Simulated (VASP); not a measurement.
P: density of states with LDA

The system is P.

```
P
1.0
     0.00000    1.90603    1.90603
     1.90603    0.00000    1.90603
     1.90603    1.90603    0.00000
P
1
Direct
  0.00000 0.00000 0.00000
```

```json
{
  "Program": "VASP 6.6.1",
  "Task": "density of states",
  "Functional": "LDA",
  "Potentials or basis": "VASP PAW LDA potentials, release 64 (P)",
  "Cutoff": "520 eV",
  "k mesh": "17 × 17 × 17",
  "Occupations": "fermi-dirac, width 0.1 eV",
  "Spin": "no spin polarisation",
  "Dipole correction": "no",
  "k mesh for the DOS": "26 × 26 × 26",
  "Occupations for the DOS": "tetrahedron",
  "Further INCAR settings": "ALGO = Normal; EDIFF = 1e-06; NBANDS = 8"
}
```

```json
{
 "Valence electrons inside the program's atomic spheres": "P 2.34"
}
```

Levels at points of the mesh, in eV from the Fermi level:
```
           k point  band 1  band 2  band 3  band 4  band 5  band 6  band 7
(0.00, 0.00, 0.00)  -16.80    7.14    7.14    7.14   11.55   11.55   11.55
(0.50, 0.00, 0.00)  -10.64   -8.41    5.06    5.06   10.58   10.58   11.04
(0.50, 0.50, 0.00)   -7.85   -7.00    0.71    0.71    4.25    5.07   23.52
```

Wall time 25 s on 1 thread of AMD EPYC 7R13 Processor (Zen 3), on a shared host, peak memory 0.12 GiB.
